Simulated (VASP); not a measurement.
# AlCu (Pm-3m) in VASP: notebook

Runs on AlCu. Level: PBEsol. Tasks: single point.

Everything below comes from runs of VASP 6.6.1. Logs are shortened: lines on timing, memory, paths and dates and some standing lists are left out, and cuts for length are marked.

**1. The cell of the first run**

The structure is cubic, space group Pm-3m (No. 221). Conventional cell: a = 3.099 Å, b = 3.099 Å, c = 3.099 Å, α = 90.00°, β = 90.00°, γ = 90.00°. Al (site symmetry m-3m) has 8 Cu at 2.68 Å and 6 Al at 3.10 Å within 3.5 Å. Within 3.5 Å of Cu (site symmetry m-3m) lie 8 Al at 2.68 Å and 6 Cu at 3.10 Å.

**2. Single point, PBEsol (strained)**

Contents of INCAR:

```
PREC = Accurate
ENCUT = 520
EDIFF = 1E-6
ISMEAR = 0
SIGMA = 0.1
LREAL = False
LASPH = True
NELM = 60
ALGO = Normal
ISIF = 2
LWAVE = False
LCHARG = True
GGA = PS
LELF = True
LVHAR = True
NBANDS = 14
```

Contents of KPOINTS:

```
regular mesh
0
Gamma
  14 14 14
```

Contents of POSCAR:

```
AlCu
1.0
    3.0991245551      0.0000000000      0.0000000000
    0.0000000000      3.0991245551      0.0000000000
    0.0000000000      0.0000000000      3.0991245551
Al Cu
1 1
Direct
    0.0000000000      0.0000000000      0.0000000000
    0.5000000000      0.5000000000      0.5000000000
```

Potentials or basis: VASP PAW PBE potentials, release 64 (Al, Cu).

Run with:

```
$ cat potpaw_PBE.64/Al/POTCAR potpaw_PBE.64/Cu/POTCAR > POTCAR
$ mpirun -np 1 vasp_std > vasp.out
```

OUTCAR:

```text
PREC = Accurate
   ENCUT = 520
   EDIFF = 1E-6
   ISMEAR = 0
   LREAL = False
   LASPH = True
   NELM = 60
   ISIF = 2
   GGA = PS

 ion  position               nearest neighbor table
   1  0.000  0.000  0.000-   2 2.68   2 2.68   2 2.68   2 2.68   2 2.68   2 2.68   2 2.68   2 2.68

   2  0.500  0.500  0.500-   1 2.68   1 2.68   1 2.68   1 2.68   1 2.68   1 2.68   1 2.68   1 2.68

  LATTYP: Found a simple cubic cell.
 ALAT       =     3.0991245551

  Lattice vectors:

 A1 = (   3.0991245551,   0.0000000000,   0.0000000000)
 A2 = (   0.0000000000,   3.0991245551,   0.0000000000)
 A3 = (   0.0000000000,   0.0000000000,   3.0991245551)

Analysis of symmetry for initial positions (statically):
=====================================================================
 Subroutine PRICEL returns:
 Original cell was already a primitive cell.

 Routine SETGRP: Setting up the symmetry group for a
 simple cubic supercell.

 Subroutine GETGRP returns: Found 48 space group operations
 (whereof 48 operations were pure point group operations)
 out of a pool of 48 trial point group operations.

The static configuration has the point symmetry O_h .

Analysis of symmetry for dynamics (positions and initial velocities):
=====================================================================
 Subroutine PRICEL returns:
 Original cell was already a primitive cell.

 Routine SETGRP: Setting up the symmetry group for a
 simple cubic supercell.

 Subroutine GETGRP returns: Found 48 space group operations
 (whereof 48 operations were pure point group operations)
 out of a pool of 48 trial point group operations.

The dynamic configuration has the point symmetry O_h .

 Subroutine INISYM returns: Found 48 space group operations
 (whereof 48 operations are pure point group operations),
 and found     1 'primitive' translations

----------------------------------------------------------------------------------------

                                     Primitive cell

  volume of cell :      29.7658

  direct lattice vectors                    reciprocal lattice vectors
     3.099124555  0.000000000  0.000000000     0.322671768  0.000000000  0.000000000
     0.000000000  3.099124555  0.000000000     0.000000000  0.322671768  0.000000000
     0.000000000  0.000000000  3.099124555     0.000000000  0.000000000  0.322671768

  length of vectors
     3.099124555  3.099124555  3.099124555     0.322671768  0.322671768  0.322671768

  position of ions in fractional coordinates (direct lattice)
     0.000000000  0.000000000  0.000000000
     0.500000000  0.500000000  0.500000000

  ion indices of the primitive-cell ions
   primitive index   ion index
                 1           1
                 2           2

----------------------------------------------------------------------------------------

 KPOINTS: regular mesh

Automatic generation of k-mesh.
 Grid dimensions read from file:
 generate k-points for:   14   14   14

 Generating k-lattice:

  Cartesian coordinates                     Fractional coordinates (reciprocal lattice)
     0.023047983  0.000000000  0.000000000     0.071428571  0.000000000  0.000000000
     0.000000000  0.023047983  0.000000000     0.000000000  0.071428571  0.000000000
     0.000000000  0.000000000  0.023047983     0.000000000  0.000000000  0.071428571

  Length of vectors
     0.023047983  0.023047983  0.023047983

  Shift w.r.t. Gamma in fractional coordinates (k-lattice)
     0.000000000  0.000000000  0.000000000

 Subroutine IBZKPT returns following result:
 ===========================================

 Found    120 irreducible k-points:

 Following reciprocal coordinates:
            Coordinates               Weight
  0.000000  0.000000  0.000000      1.000000
  0.071429  0.000000  0.000000      6.000000
  0.142857  0.000000  0.000000      6.000000
  0.214286  0.000000  0.000000      6.000000
  0.285714  0.000000  0.000000      6.000000
  0.357143  0.000000  0.000000      6.000000
[... 16 lines left out ...]
  0.285714  0.214286  0.000000     24.000000
  0.357143  0.214286  0.000000     24.000000
 [... further k-points ...]
   k-points           NKPTS =    120   k-points in BZ     NKDIM =    120   number of bands    NBANDS=     14
   number of dos      NEDOS =    301   number of ions     NIONS =      2
   total plane-waves  NPLWV =  13824
   dimension x,y,z NGX =    24 NGY =   24 NGZ =   24
   dimension x,y,z NGXF=    48 NGYF=   48 NGZF=   48
   ions per type =               1   1
   NGX,Y,Z   is equivalent  to a cutoff of  12.87, 12.87, 12.87 a.u.
   NGXF,Y,Z  is equivalent  to a cutoff of  25.75, 25.75, 25.75 a.u.
 SYSTEM =  unknown system
   PREC   = accura    normal or accurate (medium, high low for compatibility)
   ISTART =      0    job   : 0-new  1-cont  2-samecut
   ICHARG =      2    charge: 1-file 2-atom 10-const
   ISPIN  =      1    spin polarized calculation?
   LNONCOLLINEAR =      F non collinear calculations
   LSORBIT =      F    spin-orbit coupling
   LASPH  =      T    aspherical Exc in radial PAW
   ENCUT  =  520.0 eV  38.22 Ry    6.18 a.u.   5.76  5.76  5.76*2*pi/ulx,y,z
   NELM   =     60;   NELMIN=  2; NELMDL= -5     # of ELM steps
   EDIFF  = 0.1E-05   stopping-criterion for ELM
   LREAL  =      F    real-space projection
[... 7 lines left out ...]
   TEBEG  =    0.0;   TEEND  =   0.0 temperature during run
   PSTRESS=    0.0 pullay stress
   NELECT =      14.0000    total number of electrons
   NUPDOWN=      -1.0000    fix difference up-down
   EMIN   =  10.00;   EMAX   =-10.00  energy-range for DOS
   EFERMI =   0.00;   METHOD = LEGACY
   ISMEAR =     0;   SIGMA  =   0.10  broadening in eV -4-tet -1-fermi 0-gaus
   EFERMI_NEDOS =   21; number of points for ismear=-14 and -15
   IALGO  =     38    algorithm
   IMIX   =      4    mixing-type and parameters
     AMIX     =   0.40;   BMIX     =  1.00
     AMIX_MAG =   1.60;   BMIX_MAG =  1.00
  volume/ion in A,a.u.               =      14.88       100.43
  Fermi-wavevector in a.u.,A,eV,Ry     =   1.273147  2.405899 22.053721  1.620903
  Thomas-Fermi vector in A             =   2.405986
   LORBIT       =      0    0 simple, 1 ext, 2 COOP (PROOUT), +10 PAW based schemes
   GGA     = PS    functional components
   LHFCALC =     F    Hartree Fock is set to
   AEXX    =    0.0000 exact exchange contribution
   IVDW    =     0    specifies the selected vdW correction
   LEPSILON=     F    determine dielectric tensor
   LRPA    =     F    only Hartree local field effects (RPA)
 non-spin polarized calculation
 Gauss-broadening in eV      SIGMA  =   0.10
  energy-cutoff  :      520.00
  volume of cell :       29.77
 maximum number of plane-waves:       840
 NGX is ok and might be reduce to    24
   NGX = 11   NGY = 11   NGZ = 11

 number of electron      13.9999977 magnetization

 Free energy of the ion-electron system (eV)
  ---------------------------------------------------
  ext. energy  EPLUGINS =         0.00000000
  ---------------------------------------------------
  free energy    TOTEN  =        -8.53500756 eV

  energy without entropy =       -8.53037756  energy(sigma->0) =       -8.53269256

 E-fermi :   7.7028     XC(G=0): -11.1497

 val. band max:        7.7023314517   @ k =   0.2143   0.2143   0.0000
 cond. band min:       7.7143292398   @ k =   0.4286   0.3571   0.0000
 fundamental gap:      0.0119977880
 Fermi energy:         7.7028015209

 k-point     1 :       0.0000    0.0000    0.0000
  band No.  band energies     occupation
      1      -2.9202      2.00000
      2       3.3917      2.00000
      3       3.3917      2.00000
      4       4.2378      2.00000
      5       4.2378      2.00000
      6       4.2378      2.00000
      7      11.3730      0.00000
      8      11.3730      0.00000
      9      11.3730      0.00000
     10      13.9502      0.00000
     11      13.9502      0.00000
     12      16.4003      0.00000
     13      25.2081      0.00000
     14      25.2081      0.00000

 k-point     2 :       0.0714    0.0000    0.0000
  band No.  band energies     occupation
      1      -2.8397      2.00000
      2       3.3950      2.00000
      3       3.4023      2.00000
      4       4.2172      2.00000
      5       4.2172      2.00000
      6       4.2400      2.00000
      7      10.4402      0.00000
      8      11.4697      0.00000
      9      11.4697      0.00000
     10      13.9833      0.00000
     11      14.6676      0.00000
     12      16.8123      0.00000
     13      24.0877      0.00000
     14      24.0877      0.00000

 k-point     3 :       0.1429    0.0000    0.0000
  band No.  band energies     occupation
      1      -2.5990      2.00000
      2       3.3936      2.00000
      3       3.4324      2.00000
      4       4.1608      2.00000
      5       4.1608      2.00000
      6       4.2461      2.00000
      7       8.8870      0.00000
      8      11.7547      0.00000
      9      11.7547      0.00000
     10      14.0812      0.00000
     11      15.4109      0.00000
     12      18.2161      0.00000
     13      22.4471      0.00000
     14      22.4471      0.00000
[... 324 lines left out ...]
 k-point    23 :       0.2857    0.2143    0.0000
  band No.  band energies     occupation
      1      -0.9623      2.00000
      2       3.2718      2.00000
      3       3.5827      2.00000
      4       3.8827      2.00000
      5       4.0268      2.00000
      6       4.1307      2.00000
      7       6.6256      2.00000
      8       8.7331      0.00000
      9      13.6086      0.00000
     10      14.5544      0.00000
     11      16.3958      0.00000
     12      19.8099      0.00000
     13      20.6401      0.00000
     14      22.0444      0.00000

 k-point    24 :       0.3571    0.2143    0.0000
  band No.  band energies     occupation
      1      -0.2925      2.00000
      2       2.8938      2.00000
      3       3.6509      2.00000
      4       3.8965      2.00000
      5       3.9621      2.00000
      6       4.1415      2.00000
      7       5.6244      2.00000
      8       9.3690      0.00000
      9      13.3892      0.00000
     10      14.3383      0.00000
     11      16.6386      0.00000
     12      18.5331      0.00000
     13      20.5163      0.00000
     14      21.8373      0.00000

 [... further k-points ...]
[... 5 lines left out ...]
  --------------------------------------------------------------------------------------
  -------------------------------------------------------------------------------------
  Total       -2.2407485     -2.2407485     -2.2407485      0.0000000     -0.0000000     -0.0000000
  in kB     -120.6109125   -120.6109125   -120.6109125      0.0000000     -0.0000000     -0.0000000
  external PRESSURE =    -120.6109125 kB  Pullay stress =       0.0000000 kB

 VOLUME and BASIS-vectors are now :
 -----------------------------------------------------------------------------
  energy-cutoff  :      520.00
  volume of cell :       29.77
      direct lattice vectors                 reciprocal lattice vectors
     3.099124555  0.000000000  0.000000000     0.322671768  0.000000000  0.000000000
     0.000000000  3.099124555  0.000000000     0.000000000  0.322671768  0.000000000
     0.000000000  0.000000000  3.099124555     0.000000000  0.000000000  0.322671768

 POSITION                                       TOTAL-FORCE (eV/Angst)
 -----------------------------------------------------------------------------------
      0.00000      0.00000      0.00000         0.000000      0.000000      0.000000
      1.54956      1.54956      1.54956         0.000000      0.000000      0.000000
 -----------------------------------------------------------------------------------
    total drift:                                0.000000      0.000000     -0.000000

  FREE ENERGIE OF THE ION-ELECTRON SYSTEM (eV)
  ---------------------------------------------------
  free  energy   TOTEN  =        -8.5350075649 eV

  energy  without entropy=       -8.5303775626  energy(sigma->0) =       -8.53269256
```

It took 32 s on 1 thread of AMD EPYC 7R13 (Zen 3), shared host; peak memory 0.14 GiB.

What came out:

| Property | Result |
| --- | --- |
| Free energy | -8.5350 eV |
| Pressure | -12.1 GPa |
| Band gap on the k mesh | zero (band 7 reaches 11.37 eV, above the bottom of band 8 at 6.96 eV) |

Levels at points of the mesh, in eV from the Fermi level:
```tsv
k point	band 4	band 5	band 6	band 7	band 8	band 9	band 10	band 11
(0.00, 0.00, 0.00)	-3.47	-3.47	-3.47	3.67	3.67	3.67	6.25	6.25
(0.50, 0.00, 0.00)	-3.84	-3.84	-3.42	-2.84	7.22	7.80	7.80	7.86
(0.50, 0.50, 0.00)	-3.74	-3.25	-3.25	-3.14	-0.75	-0.32	9.31	12.34
(0.50, 0.50, 0.50)	-3.12	-3.12	1.03	1.03	1.03	1.24	2.07	2.07
```

Caveat: the cell differs from its parent crystal (strained); the PAW data sets were made with another functional, which shifts forces and pressure a little.

**3. Single point, PBEsol (volume scaled by 0.94)**

Contents of INCAR:

```
PREC = Accurate ; ENCUT = 520
EDIFF = 1E-6 ; ISMEAR = 0
SIGMA = 0.1 ; LREAL = False
LASPH = True ; NELM = 100
ALGO = Fast ; ISIF = 2
LWAVE = False ; LCHARG = False
GGA = PS ; NBANDS = 14
```

Contents of KPOINTS:

```
Automatic mesh
0
Gamma
  14 14 14
```

Contents of POSCAR:

```
AlCu
1.0
    2.8956601707      0.0000000000      0.0000000000
    0.0000000000      2.8956601707      0.0000000000
    0.0000000000      0.0000000000      2.8956601707
Al Cu
1 1
Direct
    0.0000000000      0.0000000000      0.0000000000
    0.5000000000      0.5000000000      0.5000000000
```

Potentials or basis: VASP PAW PBE potentials, release 64 (Al, Cu).

Run with:

```
$ cat potpaw_PBE.64/Al/POTCAR potpaw_PBE.64/Cu/POTCAR > POTCAR
$ mpirun -np 1 vasp_std > vasp.out
```

It used 42 s of CPU time on 1 thread of AMD EPYC 7R13 Processor (Zen 3), with other jobs on the host.

Results (log left out):

```
Free energy            : -8.6612 eV
Pressure               : 9.0 GPa
Band gap on the k mesh : zero (band 7 reaches 14.40 eV, above the bottom of band 8 at 9.43 eV)
```

Levels at points of the mesh, in eV from the Fermi level:
```csv
k point,band 3,band 4,band 5,band 6,band 7,band 8,band 9,band 10,band 11,band 12
"(0.00, 0.00, 0.00)",-5.48,-4.27,-4.27,-4.27,4.09,4.09,4.09,6.46,6.46,11.56
"(0.50, 0.00, 0.00)",-5.16,-4.78,-4.78,-4.21,-3.40,7.24,8.39,8.39,9.29,9.29
"(0.50, 0.50, 0.00)",-4.66,-4.66,-4.14,-4.14,-3.83,-0.88,0.15,11.09,13.45,13.45
"(0.50, 0.50, 0.50)",-6.05,-3.81,-3.81,0.50,0.50,0.50,2.41,2.41,2.41,2.57
```

Caveat: the PAW data sets were made with another functional, which shifts forces and pressure a little.
